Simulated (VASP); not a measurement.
# Ta3N (C2) in VASP: single point with PBEsol

Aim: the single point of Ta3N with PBEsol.

All numbers are computed with VASP 6.6.1; they aren't measurements. Logs are shortened: lines on timing, memory, paths and dates and some standing lists are left out, and cuts for length are marked.

### Step 1. The cell of the first run

Symmetry: C2, No. 5, monoclinic system. The conventional cell has a = 5.321 Å, b = 3.290 Å, c = 7.766 Å, α = 90.00°, β = 97.77°, γ = 90.00°. Within 3.7 Å of Ta (site symmetry 2) lie 12 Ta at 2.83 to 3.43 Å. Within 2.9 Å of Ta (site symmetry 1) lie 3 N at 2.13 to 2.46 Å and 1 Ta at 2.83 Å. N (site symmetry 2) has 6 Ta at 2.13 to 2.46 Å within 2.8 Å.

### Step 2. Single point, PBEsol (strained and its atoms moved)

Contents of INCAR:

```
PREC     = Accurate       # precision mode
ENCUT    = 520            # plane-wave cutoff, eV
EDIFF    = 1E-7           # SCF threshold, eV
ISMEAR   = 0              # smearing method
SIGMA    = 0.1            # smearing width, eV
LREAL    = F              # projectors in reciprocal space
LASPH    = T              # aspherical terms in the spheres
NELM     = 80             # most SCF steps
ALGO     = Normal         # electronic algorithm
ISIF     = 2              # what is computed and relaxed
LWAVE    = F              # write WAVECAR
LCHARG   = T              # write CHGCAR
GGA      = PS             # functional
LELF     = T              # ELF
LVHAR    = T            
NBANDS   = 27             # bands
```

Contents of KPOINTS:

```
regular mesh
0
Gamma
  14 14 6
```

Contents of POSCAR:

```
Ta3N
1.0
    3.1213107287      0.0973343900      0.1819334393
   -1.4763613100      2.7518123791     -0.1819307709
    0.4514482200     -0.2606361057      7.7485820067
Ta N
3 1
Direct
   -0.0509141241     -0.0509141241      0.5000000000
    0.3516687818      0.7290321125      0.1773591542
    0.7290321125      0.3516687818      0.8226408458
   -0.0297867702     -0.0297867702      0.0000000000
```

Potentials or basis: VASP PAW PBE potentials, release 64 (Ta_pv, N).

The run is started by

```
$ cat potpaw_PBE.64/Ta_pv/POTCAR potpaw_PBE.64/N/POTCAR > POTCAR
$ mpirun -np 1 vasp_std > vasp.out
```

OUTCAR:

```text
PREC = Accurate
   ENCUT = 520
   EDIFF = 1E-7
   ISMEAR = 0
   LREAL = F
   LASPH = T
   NELM = 80
   ISIF = 2
   GGA = PS

 ion  position               nearest neighbor table
   1  0.949  0.949  0.500-   2 2.83   3 2.83   3 3.13   2 3.13   2 3.43   3 3.43
   2  0.352  0.729  0.177-   4 2.13   4 2.30   4 2.46   1 2.83   1 3.13   3 3.18   3 3.35   3 3.35
                             1 3.43
   3  0.729  0.352  0.823-   4 2.13   4 2.30   4 2.46   1 2.83   1 3.13   2 3.18   2 3.35   2 3.35
                             1 3.43
   4  0.970  0.970  0.000-   2 2.13   3 2.13   2 2.30   3 2.30   3 2.46   2 2.46

  LATTYP: Found a base centered monoclinic cell.
 ALAT       =     5.3213944351
 B/A-ratio  =     0.6182417467
 C/A-ratio  =     1.4594101063
 COS(beta)  =    -0.1351892890

  Lattice vectors:

 A1 = (  -1.4763613100,   2.7518123791,  -0.1819307709)
 A2 = (  -3.1213107287,  -0.0973343900,  -0.1819334393)
 A3 = (   0.4514482200,  -0.2606361057,   7.7485820067)

Analysis of symmetry for initial positions (statically):
=====================================================================
 Subroutine PRICEL returns:
 Original cell was already a primitive cell.

 Routine SETGRP: Setting up the symmetry group for a
 base centered monoclinic supercell.

 Subroutine GETGRP returns: Found  2 space group operations
 (whereof  2 operations were pure point group operations)
 out of a pool of  4 trial point group operations.

The static configuration has the point symmetry C_2 .

Analysis of symmetry for dynamics (positions and initial velocities):
=====================================================================
 Subroutine PRICEL returns:
 Original cell was already a primitive cell.

 Routine SETGRP: Setting up the symmetry group for a
 base centered monoclinic supercell.

 Subroutine GETGRP returns: Found  2 space group operations
 (whereof  2 operations were pure point group operations)
 out of a pool of  4 trial point group operations.

The dynamic configuration has the point symmetry C_2 .

 Subroutine INISYM returns: Found  2 space group operations
 (whereof  2 operations are pure point group operations),
 and found     1 'primitive' translations

----------------------------------------------------------------------------------------

                                     Primitive cell

  volume of cell :      67.3561

  direct lattice vectors                    reciprocal lattice vectors
     3.121310729  0.097334390  0.181933439     0.315862071  0.168619921 -0.012730965
    -1.476361310  2.751812379 -0.181930771    -0.011901258  0.357853427  0.012730371
     0.451448220 -0.260636106  7.748582007    -0.007695741  0.004443000  0.129653688

  length of vectors
     3.128123147  3.128132493  7.766096818     0.358278667  0.358277514  0.129957853

  position of ions in fractional coordinates (direct lattice)
     0.949085876  0.949085876  0.500000000
     0.351668782  0.729032113  0.177359154
     0.729032113  0.351668782  0.822640846
     0.970213230  0.970213230  0.000000000

  ion indices of the primitive-cell ions
   primitive index   ion index
                 1           1
                 2           2
                 3           3
                 4           4

----------------------------------------------------------------------------------------

 KPOINTS: regular mesh

Automatic generation of k-mesh.
 Grid dimensions read from file:
 generate k-points for:   14   14    6

 Generating k-lattice:

  Cartesian coordinates                     Fractional coordinates (reciprocal lattice)
     0.022561577  0.012044280 -0.000909355     0.071428571 -0.000000000  0.000000000
    -0.000850090  0.025560959  0.000909312    -0.000000000  0.071428571  0.000000000
    -0.001282623  0.000740500  0.021608948     0.000000000 -0.000000000  0.166666667

  Length of vectors
     0.025591333  0.025591251  0.021659642

  Shift w.r.t. Gamma in fractional coordinates (k-lattice)
     0.000000000  0.000000000  0.000000000

 Subroutine IBZKPT returns following result:
 ===========================================

 Found    324 irreducible k-points:

 Following reciprocal coordinates:
            Coordinates               Weight
  0.000000  0.000000  0.000000      1.000000
  0.071429  0.000000 -0.000000      4.000000
  0.142857 -0.000000  0.000000      4.000000
  0.214286 -0.000000  0.000000      4.000000
  0.285714 -0.000000  0.000000      4.000000
  0.357143  0.000000 -0.000000      4.000000
[... 16 lines left out ...]
  0.214286  0.142857 -0.000000      4.000000
  0.285714  0.142857 -0.000000      4.000000
 [... further k-points ...]
   k-points           NKPTS =    324   k-points in BZ     NKDIM =    324   number of bands    NBANDS=     27
   number of dos      NEDOS =    301   number of ions     NIONS =      4
   total plane-waves  NPLWV =  34560
   dimension x,y,z NGX =    24 NGY =   24 NGZ =   60
   dimension x,y,z NGXF=    48 NGYF=   48 NGZF=  120
   ions per type =               3   1
   NGX,Y,Z   is equivalent  to a cutoff of  12.75, 12.75, 12.84 a.u.
   NGXF,Y,Z  is equivalent  to a cutoff of  25.51, 25.51, 25.69 a.u.
 SYSTEM =  unknown system
   PREC   = accura    normal or accurate (medium, high low for compatibility)
   ISTART =      0    job   : 0-new  1-cont  2-samecut
   ICHARG =      2    charge: 1-file 2-atom 10-const
   ISPIN  =      1    spin polarized calculation?
   LNONCOLLINEAR =      F non collinear calculations
   LSORBIT =      F    spin-orbit coupling
   LASPH  =      T    aspherical Exc in radial PAW
   ENCUT  =  520.0 eV  38.22 Ry    6.18 a.u.   5.82  5.82 14.44*2*pi/ulx,y,z
   NELM   =     80;   NELMIN=  2; NELMDL= -5     # of ELM steps
   EDIFF  = 0.1E-06   stopping-criterion for ELM
   LREAL  =      F    real-space projection
   EDIFFG = 0.1E-05   stopping-criterion for IOM
   NSW    =      0    number of steps for IOM
   IBRION =     -1    ionic relax: 0-MD 1-quasi-New 2-CG
   NFREE  =      0    steps in history (QN), initial steepest desc. (CG)
   ISIF   =      2    stress and relaxation
   ISYM   =      2    0-nonsym 1-usesym 2-fastsym
   POTIM  = 0.5000    time-step for ionic-motion
   TEBEG  =    0.0;   TEEND  =   0.0 temperature during run
   PSTRESS=    0.0 pullay stress
   NELECT =      38.0000    total number of electrons
   NUPDOWN=      -1.0000    fix difference up-down
   EMIN   =  10.00;   EMAX   =-10.00  energy-range for DOS
   EFERMI =   0.00;   METHOD = LEGACY
   ISMEAR =     0;   SIGMA  =   0.10  broadening in eV -4-tet -1-fermi 0-gaus
   EFERMI_NEDOS =   21; number of points for ismear=-14 and -15
   IALGO  =     38    algorithm
   IMIX   =      4    mixing-type and parameters
     AMIX     =   0.40;   BMIX     =  1.00
     AMIX_MAG =   1.60;   BMIX_MAG =  1.00
  volume/ion in A,a.u.               =      16.84       113.64
  Fermi-wavevector in a.u.,A,eV,Ry     =   1.352728  2.556285 24.896932  1.829873
  Thomas-Fermi vector in A             =   2.480043
   LORBIT       =      0    0 simple, 1 ext, 2 COOP (PROOUT), +10 PAW based schemes
   GGA     = PS    functional components
   LHFCALC =     F    Hartree Fock is set to
   AEXX    =    0.0000 exact exchange contribution
   IVDW    =     0    specifies the selected vdW correction
   LEPSILON=     F    determine dielectric tensor
   LRPA    =     F    only Hartree local field effects (RPA)
 non-spin polarized calculation
 Gauss-broadening in eV      SIGMA  =   0.10
  energy-cutoff  :      520.00
  volume of cell :       67.36
 maximum number of plane-waves:      1834
   NGX = 11   NGY = 11   NGZ = 29

 number of electron      38.0000001 magnetization

 Free energy of the ion-electron system (eV)
  ---------------------------------------------------
  ext. energy  EPLUGINS =         0.00000000
  ---------------------------------------------------
  free energy    TOTEN  =       -47.17508863 eV

  energy without entropy =      -47.16178394  energy(sigma->0) =      -47.16843628

 E-fermi :   5.3603     XC(G=0): -12.1934

 val. band max:        5.3587931129   @ k =   0.3571   0.3571  -0.0000
 cond. band min:       5.3656113072   @ k =   0.5000   0.2143   0.1667
 fundamental gap:      0.0068181944
 Fermi energy:         5.3602822490

 k-point     1 :       0.0000    0.0000    0.0000
  band No.  band energies     occupation
      1     -29.7218      2.00000
      2     -29.5951      2.00000
      3     -29.4557      2.00000
      4     -29.4434      2.00000
      5     -29.3134      2.00000
      6     -29.2952      2.00000
[... 19 lines left out ...]
     26       7.6137      0.00000
     27       7.9040      0.00000

 k-point     2 :       0.0714    0.0000   -0.0000
  band No.  band energies     occupation
      1     -29.7207      2.00000
      2     -29.5903      2.00000
      3     -29.4704      2.00000
      4     -29.4573      2.00000
      5     -29.3248      2.00000
      6     -29.3044      2.00000
[... 19 lines left out ...]
     26       7.7433      0.00000
     27       8.0694      0.00000

 k-point     3 :       0.1429   -0.0000    0.0000
  band No.  band energies     occupation
      1     -29.7191      2.00000
      2     -29.5837      2.00000
      3     -29.5102      2.00000
      4     -29.4976      2.00000
      5     -29.3526      2.00000
      6     -29.3249      2.00000
[... 19 lines left out ...]
     26       7.9954      0.00000
     27       8.4258      0.00000

 k-point     4 :       0.2143   -0.0000    0.0000
  band No.  band energies     occupation
      1     -29.7250      2.00000
      2     -29.6228      2.00000
      3     -29.5587      2.00000
      4     -29.5216      2.00000
      5     -29.3840      2.00000
      6     -29.3467      2.00000
[... 19 lines left out ...]
     26       8.1809      0.00000
     27       8.7957      0.00000

 k-point     5 :       0.2857   -0.0000    0.0000
  band No.  band energies     occupation
      1     -29.7586      2.00000
      2     -29.6993      2.00000
      3     -29.6101      2.00000
      4     -29.5001      2.00000
      5     -29.4115      2.00000
      6     -29.3661      2.00000
[... 19 lines left out ...]
     26       8.4768      0.00000
     27       9.0425      0.00000

 k-point     6 :       0.3571    0.0000   -0.0000
  band No.  band energies     occupation
      1     -29.8221      2.00000
      2     -29.7686      2.00000
      3     -29.6313      2.00000
      4     -29.4765      2.00000
      5     -29.4327      2.00000
      6     -29.3811      2.00000
[... 444 lines left out ...]
      1     -29.7275      2.00000
      2     -29.5813      2.00000
      3     -29.4657      2.00000
      4     -29.4476      2.00000
      5     -29.3389      2.00000
      6     -29.3144      2.00000
[... 19 lines left out ...]
     26       7.7134      0.00000
     27       8.4357      0.00000

 k-point    22 :       0.1429    0.1429    0.0000
  band No.  band energies     occupation
      1     -29.7007      2.00000
      2     -29.6357      2.00000
      3     -29.5840      2.00000
      4     -29.5436      2.00000
      5     -29.3932      2.00000
      6     -29.3794      2.00000
[... 19 lines left out ...]
     26       8.3756      0.00000
     27       8.6833      0.00000

 k-point    23 :       0.2143    0.1429   -0.0000
  band No.  band energies     occupation
      1     -29.7296      2.00000
      2     -29.6887      2.00000
      3     -29.6022      2.00000
      4     -29.5357      2.00000
      5     -29.4366      2.00000
      6     -29.4167      2.00000
[... 19 lines left out ...]
     26       8.8348      0.00000
     27       8.9384      0.00000

 k-point    24 :       0.2857    0.1429   -0.0000
  band No.  band energies     occupation
      1     -29.7849      2.00000
      2     -29.7422      2.00000
      3     -29.6059      2.00000
      4     -29.5155      2.00000
      5     -29.4762      2.00000
      6     -29.4452      2.00000
[... 19 lines left out ...]
     26       9.2264      0.00000
     27       9.3424      0.00000

 [... further k-points ...]
[... 5 lines left out ...]
  --------------------------------------------------------------------------------------
  -------------------------------------------------------------------------------------
  Total      -10.1559275    -12.4602154     -9.5327922     -1.9954974      0.8154301     -1.4124023
  in kB     -241.5758231   -296.3871865   -226.7535019    -47.4662627     19.3963777    -33.5963646
  external PRESSURE =    -254.9055038 kB  Pullay stress =       0.0000000 kB

 VOLUME and BASIS-vectors are now :
 -----------------------------------------------------------------------------
  energy-cutoff  :      520.00
  volume of cell :       67.36
      direct lattice vectors                 reciprocal lattice vectors
     3.121310729  0.097334390  0.181933439     0.315862071  0.168619921 -0.012730965
    -1.476361310  2.751812379 -0.181930771    -0.011901258  0.357853427  0.012730371
     0.451448220 -0.260636106  7.748582007    -0.007695741  0.004443000  0.129653688

 POSITION                                       TOTAL-FORCE (eV/Angst)
 -----------------------------------------------------------------------------------
      1.78692      2.57377      3.87429        -0.178020     -0.308341     -0.000000
      0.10142      1.99416      1.30563        -0.147600     -0.598343     -0.801906
      2.12773      0.82428      6.44296        -0.444378     -0.426996      0.801905
      1.59595      2.76428      0.00000         0.769998      1.333680      0.000001
 -----------------------------------------------------------------------------------
    total drift:                                0.000246      0.000333     -0.000116

  FREE ENERGIE OF THE ION-ELECTRON SYSTEM (eV)
  ---------------------------------------------------
  free  energy   TOTEN  =       -47.1750886263 eV

  energy  without entropy=      -47.1617839361  energy(sigma->0) =      -47.16843628
```

It took 5.8 min on 1 thread of AMD EPYC 9R45 (Zen 5), shared host; peak memory 0.52 GiB.

What came out:

| Item | Value |
| --- | --- |
| Free energy | -47.1751 eV |
| Pressure | -25.5 GPa |
| Largest force | 1.540 eV/Å |
| Band gap on the k mesh | zero (bands 19 and 20 overlap by 0.37 eV) |

Forces on the atoms (eV/Å):
```
Ta  -0.178 -0.308  0.000
Ta  -0.148 -0.598 -0.802
Ta  -0.444 -0.427  0.802
N    0.770  1.334  0.000
```

Stress tensor (GPa, compression positive):
```
-24.16  -4.75  -3.36
 -4.75 -29.64   1.94
 -3.36   1.94 -22.68
```

Levels at points of the mesh, in eV from the Fermi level:
| k point | band 15 | band 16 | band 17 | band 18 | band 19 | band 20 | band 21 | band 22 | band 23 | band 24 |
| --- | --- | --- | --- | --- | --- | --- | --- | --- | --- | --- |
| (0.00, 0.00, 0.00) | -3.01 | -1.40 | -0.76 | -0.69 | 0.07 | 0.53 | 0.75 | 0.78 | 1.52 | 1.75 |
| (0.50, 0.00, 0.00) | -3.12 | -2.78 | -1.40 | -0.79 | 0.07 | 1.14 | 1.40 | 2.74 | 3.46 | 3.55 |
| (0.50, 0.50, 0.00) | -2.85 | -2.53 | -0.74 | -0.34 | -0.03 | 0.26 | 0.72 | 2.63 | 3.79 | 4.03 |
| (0.00, 0.00, 0.50) | -3.45 | -1.07 | -1.06 | -0.87 | 0.05 | 0.37 | 0.49 | 0.98 | 1.32 | 1.98 |
| (0.50, 0.00, 0.50) | -3.16 | -2.52 | -1.53 | -0.98 | -0.02 | 0.68 | 1.96 | 2.53 | 3.50 | 3.71 |
| (0.50, 0.50, 0.50) | -2.83 | -2.11 | -1.47 | -0.76 | -0.42 | 0.87 | 1.25 | 2.12 | 3.37 | 4.05 |

Caveat: the cell differs from its parent crystal (strained and its atoms moved); the cell stands under tension; the PAW data sets were made with another functional, which shifts forces and pressure a little; spin-orbit coupling is left out, which moves the levels of the heavy elements.
